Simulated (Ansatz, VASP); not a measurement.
# Two plane-wave programs on Ag

```xyz
1
Lattice="-1.7160 1.7160 1.5934 1.7160 -1.7160 1.5934 1.7160 1.7160 -1.5934" Properties=species:S:1:pos:R:3 pbc="T T T"
Ag    0.0000    0.0000    0.0000
```

Change from the starting cell: strain +0.050 along x and y, -0.025 along z, atoms carried along.

Alike in both runs: task single point; functional r2SCAN; k mesh 26 × 26 × 26; occupations gaussian, width 0.15 eV; no spin polarisation.

|  | VASP | Ansatz |
| --- | --- | --- |
| version | VASP 6.6.1 | Ansatz 0.2.0 |
| potentials or method | VASP PAW PBE potentials, release 64 (Ag), cutoff 520 eV | scalar-relativistic, plane waves, PAW |
| valence electrons in the cell | 11 | 19 |

```tsv
	VASP	Ansatz	Ansatz less VASP
gap on the k mesh at the Fermi level (eV)	none	none	-
pressure (GPa)	-6.0	-6.0	-0.05
traceless stress, the component that is largest in VASP (GPa)	-0.24	-0.23	+0.008
```

VASP's potentials were made for PBE, not for r2SCAN. A gap of «none» marks a metal or a gap that the smearing closes. VASP's potentials hold 11 valence electrons a cell and Ansatz's 19, so a difference there can come from the potentials and not from the codes.
